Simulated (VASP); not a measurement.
# SrO (Fm-3m) in VASP: a series of runs

The runs below take SrO through single point, relaxation of cell and atoms, with LDA.

Everything below comes from runs of VASP 6.6.1. Logs are shortened: lines on timing, memory, paths and dates and some standing lists are left out, and cuts for length are marked.

**1. The cell of the first run**

It takes space group Fm-3m (No. 225, cubic). Conventional cell: a = 5.064 Å, b = 5.064 Å, c = 5.064 Å, α = 90.00°, β = 90.00°, γ = 90.00°. Sr (site symmetry m-3m) has 6 O at 2.53 Å within 3.3 Å. Within 3.3 Å of O (site symmetry m-3m) lie 6 Sr at 2.53 Å.

**2. Single point, LDA**

Input file INCAR:

```
SYSTEM = SrO
  PREC = Accurate
  ENCUT = 520
  EDIFF = 1E-6
  ISMEAR = 0
  SIGMA = 0.02
  LREAL = .False.
  LASPH = .True.
  NELM = 60
  ALGO = Normal
  ISIF = 2
  LWAVE = .False.
  LCHARG = .True.
  GGA = CA
  LELF = .True.
  LVHAR = .True.
  NBANDS = 15
```

Input file KPOINTS:

```
Automatic mesh
0
Gamma
  8 8 8
  0 0 0
```

Input file POSCAR:

```
SrO
1.0
    0.0000000000      2.5321974962      2.5321974962
    2.5321974962      0.0000000000      2.5321974962
    2.5321974962      2.5321974962      0.0000000000
Sr O
1 1
Direct
    0.5000000000      0.5000000000      0.5000000000
    0.0000000000      0.0000000000      0.0000000000
```

Potentials or basis: VASP PAW LDA potentials, release 64 (Sr_sv, O).

On the command line:

```sh
$ cat potpaw_LDA.64/Sr_sv/POTCAR potpaw_LDA.64/O/POTCAR > POTCAR
$ mpirun -np 1 vasp_std > vasp.out
```

OUTCAR:

```text
SYSTEM = SrO
   PREC = Accurate
   ENCUT = 520
   EDIFF = 1E-6
   ISMEAR = 0
   LREAL = .False.
   LASPH = .True.
   NELM = 60
   ISIF = 2
   GGA = CA

 ion  position               nearest neighbor table
   1  0.500  0.500  0.500-   2 2.53   2 2.53   2 2.53   2 2.53   2 2.53   2 2.53
   2  0.000  0.000  0.000-   1 2.53   1 2.53   1 2.53   1 2.53   1 2.53   1 2.53

  LATTYP: Found a face centered cubic cell.
 ALAT       =     5.0643949924

  Lattice vectors:

 A1 = (   0.0000000000,   2.5321974962,   2.5321974962)
 A2 = (   2.5321974962,   0.0000000000,   2.5321974962)
 A3 = (   2.5321974962,   2.5321974962,   0.0000000000)

Analysis of symmetry for initial positions (statically):
=====================================================================
 Subroutine PRICEL returns:
 Original cell was already a primitive cell.

 Routine SETGRP: Setting up the symmetry group for a
 face centered cubic supercell.

 Subroutine GETGRP returns: Found 48 space group operations
 (whereof 48 operations were pure point group operations)
 out of a pool of 48 trial point group operations.

The static configuration has the point symmetry O_h .

Analysis of symmetry for dynamics (positions and initial velocities):
=====================================================================
 Subroutine PRICEL returns:
 Original cell was already a primitive cell.

 Routine SETGRP: Setting up the symmetry group for a
 face centered cubic supercell.

 Subroutine GETGRP returns: Found 48 space group operations
 (whereof 48 operations were pure point group operations)
 out of a pool of 48 trial point group operations.

The dynamic configuration has the point symmetry O_h .

 Subroutine INISYM returns: Found 48 space group operations
 (whereof 48 operations are pure point group operations),
 and found     1 'primitive' translations

----------------------------------------------------------------------------------------

                                     Primitive cell

  volume of cell :      32.4730

  direct lattice vectors                    reciprocal lattice vectors
     0.000000000  2.532197496  2.532197496    -0.197456952  0.197456952  0.197456952
     2.532197496  0.000000000  2.532197496     0.197456952 -0.197456952  0.197456952
     2.532197496  2.532197496  0.000000000     0.197456952  0.197456952 -0.197456952

  length of vectors
     3.581068042  3.581068042  3.581068042     0.342005474  0.342005474  0.342005474

  position of ions in fractional coordinates (direct lattice)
     0.500000000  0.500000000  0.500000000
     0.000000000  0.000000000  0.000000000

  ion indices of the primitive-cell ions
   primitive index   ion index
                 1           1
                 2           2

----------------------------------------------------------------------------------------

 KPOINTS: Automatic mesh

Automatic generation of k-mesh.
 Grid dimensions read from file:
 generate k-points for:    8    8    8

 Generating k-lattice:

  Cartesian coordinates                     Fractional coordinates (reciprocal lattice)
    -0.024682119  0.024682119  0.024682119     0.125000000  0.000000000  0.000000000
     0.024682119 -0.024682119  0.024682119     0.000000000  0.125000000  0.000000000
     0.024682119  0.024682119 -0.024682119     0.000000000  0.000000000  0.125000000

  Length of vectors
     0.042750684  0.042750684  0.042750684

  Shift w.r.t. Gamma in fractional coordinates (k-lattice)
     0.000000000  0.000000000  0.000000000

 Subroutine IBZKPT returns following result:
 ===========================================

 Found     29 irreducible k-points:

 Following reciprocal coordinates:
            Coordinates               Weight
  0.000000  0.000000  0.000000      1.000000
  0.125000  0.000000  0.000000      8.000000
  0.250000  0.000000  0.000000      8.000000
  0.375000  0.000000  0.000000      8.000000
  0.500000  0.000000  0.000000      4.000000
  0.125000  0.125000  0.000000      6.000000
[... 16 lines left out ...]
  0.500000  0.250000  0.125000     48.000000
 -0.375000  0.250000  0.125000     24.000000
 [... further k-points ...]
   k-points           NKPTS =     29   k-points in BZ     NKDIM =     29   number of bands    NBANDS=     15
   number of dos      NEDOS =    301   number of ions     NIONS =      2
   total plane-waves  NPLWV =  21952
   dimension x,y,z NGX =    28 NGY =   28 NGZ =   28
   dimension x,y,z NGXF=    56 NGYF=   56 NGZF=   56
   ions per type =               1   1
   NGX,Y,Z   is equivalent  to a cutoff of  13.00, 13.00, 13.00 a.u.
   NGXF,Y,Z  is equivalent  to a cutoff of  26.00, 26.00, 26.00 a.u.
 SYSTEM =  SrO
   PREC   = accura    normal or accurate (medium, high low for compatibility)
   ISTART =      0    job   : 0-new  1-cont  2-samecut
   ICHARG =      2    charge: 1-file 2-atom 10-const
   ISPIN  =      1    spin polarized calculation?
   LNONCOLLINEAR =      F non collinear calculations
   LSORBIT =      F    spin-orbit coupling
   LASPH  =      T    aspherical Exc in radial PAW
   ENCUT  =  520.0 eV  38.22 Ry    6.18 a.u.   6.66  6.66  6.66*2*pi/ulx,y,z
   NELM   =     60;   NELMIN=  2; NELMDL= -5     # of ELM steps
   EDIFF  = 0.1E-05   stopping-criterion for ELM
   LREAL  =      F    real-space projection
   EDIFFG = 0.1E-04   stopping-criterion for IOM
   NSW    =      0    number of steps for IOM
   IBRION =     -1    ionic relax: 0-MD 1-quasi-New 2-CG
   NFREE  =      0    steps in history (QN), initial steepest desc. (CG)
   ISIF   =      2    stress and relaxation
   ISYM   =      2    0-nonsym 1-usesym 2-fastsym
   POTIM  = 0.5000    time-step for ionic-motion
   TEBEG  =    0.0;   TEEND  =   0.0 temperature during run
   PSTRESS=    0.0 pullay stress
   NELECT =      16.0000    total number of electrons
   NUPDOWN=      -1.0000    fix difference up-down
   EMIN   =  10.00;   EMAX   =-10.00  energy-range for DOS
   EFERMI =   0.00;   METHOD = LEGACY
   ISMEAR =     0;   SIGMA  =   0.02  broadening in eV -4-tet -1-fermi 0-gaus
   EFERMI_NEDOS =   21; number of points for ismear=-14 and -15
   IALGO  =     38    algorithm
   IMIX   =      4    mixing-type and parameters
     AMIX     =   0.40;   BMIX     =  1.00
     AMIX_MAG =   1.60;   BMIX_MAG =  1.00
  volume/ion in A,a.u.               =      16.24       109.57
  Fermi-wavevector in a.u.,A,eV,Ry     =   1.293026  2.443465 22.747801  1.671916
  Thomas-Fermi vector in A             =   2.424697
   LORBIT       =      0    0 simple, 1 ext, 2 COOP (PROOUT), +10 PAW based schemes
   GGA     = CA    functional components
   LHFCALC =     F    Hartree Fock is set to
   AEXX    =    0.0000 exact exchange contribution
   IVDW    =     0    specifies the selected vdW correction
   LEPSILON=     F    determine dielectric tensor
   LRPA    =     F    only Hartree local field effects (RPA)
 non-spin polarized calculation
 Gauss-broadening in eV      SIGMA  =   0.02
  energy-cutoff  :      520.00
  volume of cell :       32.47
 maximum number of plane-waves:       893
   NGX = 13   NGY = 13   NGZ = 13

 number of electron      15.9999995 magnetization

 Free energy of the ion-electron system (eV)
  ---------------------------------------------------
  ext. energy  EPLUGINS =         0.00000000
  ---------------------------------------------------
  free energy    TOTEN  =       -13.38672736 eV

  energy without entropy =      -13.38672736  energy(sigma->0) =      -13.38672736

 E-fermi :   1.7621     XC(G=0): -10.7433

 val. band max:        1.5714788347   @ k =   0.0000   0.0000   0.0000
 cond. band min:       4.6314472975   @ k =   0.5000   0.5000   0.0000
 fundamental gap:      3.0599684628
 Fermi energy:         1.7620888400

 k-point     1 :       0.0000    0.0000    0.0000
  band No.  band energies     occupation
      1     -30.3649      2.00000
      2     -13.2472      2.00000
      3     -12.0375      2.00000
      4     -12.0375      2.00000
      5     -12.0375      2.00000
      6       1.5715      2.00000
      7       1.5715      2.00000
      8       1.5715      2.00000
      9       5.7030      0.00000
     10       7.7690      0.00000
     11       7.7690      0.00000
     12       7.7690      0.00000
     13      10.1003      0.00000
     14      10.1003      0.00000
     15      14.2194      0.00000

 k-point     2 :       0.1250    0.0000    0.0000
  band No.  band energies     occupation
      1     -30.3394      2.00000
      2     -13.6595      2.00000
      3     -12.0517      2.00000
      4     -12.0517      2.00000
      5     -11.6842      2.00000
      6       1.0865      2.00000
      7       1.3516      2.00000
      8       1.3516      2.00000
      9       6.4286      0.00000
     10       7.6070      0.00000
     11       8.0963      0.00000
     12       8.0963      0.00000
     13      10.5465      0.00000
     14      10.5465      0.00000
     15      15.2922      0.00000

 k-point     3 :       0.2500    0.0000    0.0000
  band No.  band energies     occupation
      1     -30.2772      2.00000
      2     -14.3059      2.00000
      3     -12.0853      2.00000
      4     -12.0853      2.00000
      5     -11.1803      2.00000
      6       0.2001      2.00000
      7       0.8811      2.00000
      8       0.8811      2.00000
      9       7.5700      0.00000
     10       7.9950      0.00000
     11       8.9886      0.00000
     12       8.9886      0.00000
     13      11.6542      0.00000
     14      11.6542      0.00000
     15      17.4930      0.00000
[... 343 lines left out ...]
 k-point    23 :       0.5000    0.2500    0.1250
  band No.  band energies     occupation
      1     -30.1817      2.00000
      2     -14.5343      2.00000
      3     -12.4819      2.00000
      4     -12.2479      2.00000
      5     -11.1573      2.00000
      6      -0.0617      2.00000
      7       0.5582      2.00000
      8       1.0422      2.00000
      9       7.0955      0.00000
     10       8.9087      0.00000
     11      10.7622      0.00000
     12      10.8541      0.00000
     13      13.0347      0.00000
     14      14.0111      0.00000
     15      16.2032      0.00000

 k-point    24 :      -0.3750    0.2500    0.1250
  band No.  band energies     occupation
      1     -30.1607      2.00000
      2     -14.6127      2.00000
      3     -12.5093      2.00000
      4     -12.3148      2.00000
      5     -11.1260      2.00000
      6      -0.1079      2.00000
      7       0.6505      2.00000
      8       0.7537      2.00000
      9       7.9855      0.00000
     10       8.3534      0.00000
     11      11.2276      0.00000
     12      11.3192      0.00000
     13      13.6106      0.00000
     14      14.9107      0.00000
     15      15.2711      0.00000

 [... further k-points ...]
[... 5 lines left out ...]
  --------------------------------------------------------------------------------------
  -------------------------------------------------------------------------------------
  Total        0.1697135      0.1697135      0.1697135      0.0000000      0.0000000      0.0000000
  in kB        8.3734461      8.3734461      8.3734461      0.0000000      0.0000000      0.0000000
  external PRESSURE =       8.3734461 kB  Pullay stress =       0.0000000 kB

 VOLUME and BASIS-vectors are now :
 -----------------------------------------------------------------------------
  energy-cutoff  :      520.00
  volume of cell :       32.47
      direct lattice vectors                 reciprocal lattice vectors
     0.000000000  2.532197496  2.532197496    -0.197456952  0.197456952  0.197456952
     2.532197496  0.000000000  2.532197496     0.197456952 -0.197456952  0.197456952
     2.532197496  2.532197496  0.000000000     0.197456952  0.197456952 -0.197456952

 POSITION                                       TOTAL-FORCE (eV/Angst)
 -----------------------------------------------------------------------------------
      2.53220      2.53220      2.53220        -0.000000      0.000000      0.000000
      0.00000      0.00000      0.00000         0.000000      0.000000     -0.000000
 -----------------------------------------------------------------------------------
    total drift:                                0.000000      0.000000      0.000000

  FREE ENERGIE OF THE ION-ELECTRON SYSTEM (eV)
  ---------------------------------------------------
  free  energy   TOTEN  =       -13.3867273562 eV

  energy  without entropy=      -13.3867273562  energy(sigma->0) =      -13.38672736
```

Wall time 30 s (1 thread of AMD EPYC 7R43 (Zen 3), shared host); peak memory 0.11 GiB.

What came out:

```
Free energy            : -13.3867 eV
Pressure               : 0.8 GPa
Band gap on the k mesh : 3.06 eV, indirect (least direct gap 3.11 eV)
```

A k mesh can miss the band edges. Expect the measured gap to be larger: semilocal functionals such as LDA lack the derivative discontinuity.

**3. Relaxation of cell and atoms, LDA**

This run uses another cell than the first one, of 16.90 Å³/atom, 1.041 times its volume.

Input file INCAR:

```
ALGO = Normal
EDIFF = 1E-6
EDIFFG = -0.005
ENCUT = 600
GGA = CA
IBRION = 2
ISIF = 3
ISMEAR = 0
LASPH = True
LCHARG = False
LREAL = False
LWAVE = False
NELM = 80
NSW = 100
PREC = Accurate
SIGMA = 0.02
```

Input file KPOINTS:

```
k-points
0
Gamma
  8 8 8
```

Input file POSCAR:

```
SrO
1.0
    0.0000000000      2.5663000000      2.5663000000
    2.5663000000      0.0000000000      2.5663000000
    2.5663000000      2.5663000000      0.0000000000
Sr O
1 1
Direct
    0.5000000000      0.5000000000      0.5000000000
    0.0000000000      0.0000000000      0.0000000000
```

Potentials or basis: VASP PAW LDA potentials, release 64 (Sr_sv, O).

On the command line:

```sh
$ cat potpaw_LDA.64/Sr_sv/POTCAR potpaw_LDA.64/O/POTCAR > POTCAR
$ mpirun -np 1 vasp_std > vasp.out
```

It took 64 s on 1 thread of AMD EPYC 7R43 (Zen 3), shared host; peak memory 0.13 GiB.

Results (log left out):

| Item | Value |
| --- | --- |
| Free energy | -13.3910 eV |
| Relaxed volume | 16.34 Å³/atom |
| Relaxed cell | a = 3.589 Å, b = 3.589 Å, c = 3.589 Å, α = 60.00°, β = 60.00°, γ = 60.00° |
| Space group after relaxing (to 0.05 Å) | Fm-3m (No. 225) |
| Energy gained by relaxing | 5.8 meV/atom |
| Ionic steps | 3 |
| Pressure after relaxing | 0.0 GPa |
| Band gap on the k mesh | 3.07 eV, indirect (least direct gap 3.12 eV) |

The path:
```csv
step,energy change (eV),largest force (eV/Å),pressure (GPa),volume (Å³)
1,0.0000,0.0000,-3.21,33.80
2,-0.0089,0.0000,1.72,32.17
3,-0.0116,0.0000,0.02,32.69
```

Final structure:
```yaml
crystal:
  lattice:
    - [0.00000, 2.53775, 2.53775]
    - [2.53775, 0.00000, 2.53775]
    - [2.53775, 2.53775, 0.00000]
  atoms:
    - { symbol: Sr, position: [0.50000, 0.50000, 0.50000] }
    - { symbol: O, position: [0.00000, 0.00000, 0.00000] }
```

Levels at points of the mesh, in eV from the valence-band top:
```csv
k point,band 6,band 7,band 8,band 9,band 10,band 11
"(0.00, 0.00, 0.00)",0.00,0.00,0.00,4.08,6.19,6.19
"(0.50, 0.00, 0.00)",-2.32,-1.24,-1.24,6.61,8.58,9.03
"(0.50, 0.50, 0.00)",-0.35,-0.05,-0.05,3.07,8.06,10.45
```

A k mesh can miss the band edges. Zero-point motion and thermal expansion aren't in these numbers.
